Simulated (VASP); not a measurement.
# Li2S: dielectric tensor with PBE

Li2S:

```
Li S
1.0
     0.00000    2.84450    2.84450
     2.84450    0.00000    2.84450
     2.84450    2.84450    0.00000
Li S
2 1
Cartesian
  1.4223 1.4223 1.4223
  4.2668 4.2668 4.2668
  0.0000 0.0000 0.0000
```

```yaml
Program: VASP 6.6.1
Task: dielectric tensor
Functional: PBE
Potentials_or_basis: VASP PAW PBE potentials, release 64 (Li_sv, S)
Cutoff: 650 eV
k_mesh: 8 × 8 × 8
Occupations: gaussian, width 0.01 eV
Spin: no spin polarisation
Dipole_correction: no
Further_INCAR_settings: ALGO = Normal; EDIFF = 1e-08
```

* Band gap on the k mesh: 3.39 eV (least direct gap 4.30 eV)
* Electronic dielectric tensor (diagonal): 3.89
* Born charges (mean of the diagonal): Li +0.95; S -1.90 e

Levels at points of the mesh, in eV from the valence-band top:
| k point | band 4 | band 5 | band 6 | band 7 | band 8 | band 9 |
| --- | --- | --- | --- | --- | --- | --- |
| (0.00, 0.00, 0.00) | 0.00 | 0.00 | 0.00 | 4.30 | 6.23 | 6.23 |
| (0.50, 0.00, 0.00) | -2.89 | -0.51 | -0.51 | 6.13 | 6.58 | 6.58 |
| (0.50, 0.50, 0.00) | -2.17 | -1.43 | -1.43 | 3.39 | 7.10 | 11.13 |

Electronic dielectric tensor:
```
3.89 0.00 0.00
0.00 3.89 0.00
0.00 0.00 3.89
```

Born effective charge tensors (e):
atom 1, Li
```
0.95 0.00 0.00
0.00 0.95 0.00
0.00 0.00 0.95
```
atom 2, Li
```
0.95 0.00 0.00
0.00 0.95 0.00
0.00 0.00 0.95
```
atom 3, S
```
-1.90  0.00  0.00
 0.00 -1.90  0.00
 0.00  0.00 -1.90
```

It took 9.1 min on 1 thread of Intel(R) Xeon(R) Platinum 8259CL CPU @ 2.50GHz (Skylake/Cascade Lake) (shared host), peak memory 0.28 GiB.

A k mesh can miss the band edges.
